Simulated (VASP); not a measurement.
Wanted: the native input for a VASP 6.6.1 run.

```
Task                   : single point
Functional             : PBE
Potentials or basis    : VASP PAW PBE potentials, release 64 (Ti_sv, Si)
Cutoff                 : 500 eV
k mesh                 : 14 × 14 × 14, shifted
Occupations            : gaussian, width 0.15 eV
Spin                   : no spin polarisation
Dipole correction      : no
Further INCAR settings : ALGO = Normal; EDIFF = 1e-06; NBANDS = 29
```

The structure of TiSi2 lies in POSCAR:

```
TiSi2
1.0
    1.7738039278     -6.8820480197      0.0000000000
    1.7738039278      6.8820480197      0.0000000000
    0.0000000000      0.0000000000      3.5792221395
Ti Si
2 4
Direct
    0.8968189481      0.1031810519      0.7500000000
    0.1031810519      0.8968189481      0.2500000000
    0.5591475244      0.4408524756      0.7500000000
    0.4408524756      0.5591475244      0.2500000000
    0.2498281362      0.7501718638      0.7500000000
    0.7501718638      0.2498281362      0.2500000000
```

The input as run:

INCAR

```
PREC = Accurate
ENCUT = 500
EDIFF = 1E-6
ISMEAR = 0
SIGMA = 0.15
LREAL = F
LASPH = T
NELM = 120
ALGO = Normal
ISIF = 2
LWAVE = F
LCHARG = F
GGA = PE
NBANDS = 29
GGA_COMPAT = F
```

KPOINTS

```
Automatic mesh
0
Gamma
  14 14 14
  0.5 0.5 0.5
```

Potentials or basis: VASP PAW PBE potentials, release 64 (Ti_sv, Si).

Command:

```bash
$ cat potpaw_PBE.64/Ti_sv/POTCAR potpaw_PBE.64/Si/POTCAR > POTCAR
$ mpirun -np 1 vasp_std > vasp.out
```

Results of the run:

```yaml
Pressure: -1.7 GPa
Largest_force: 0.148 eV/Å
Band_gap_on_the_k_mesh: zero (bands 20 and 21 overlap by 0.79 eV)
```

It took 57 min on 1 thread of Intel Xeon 8259CL (shared host), peak memory 0.85 GiB.
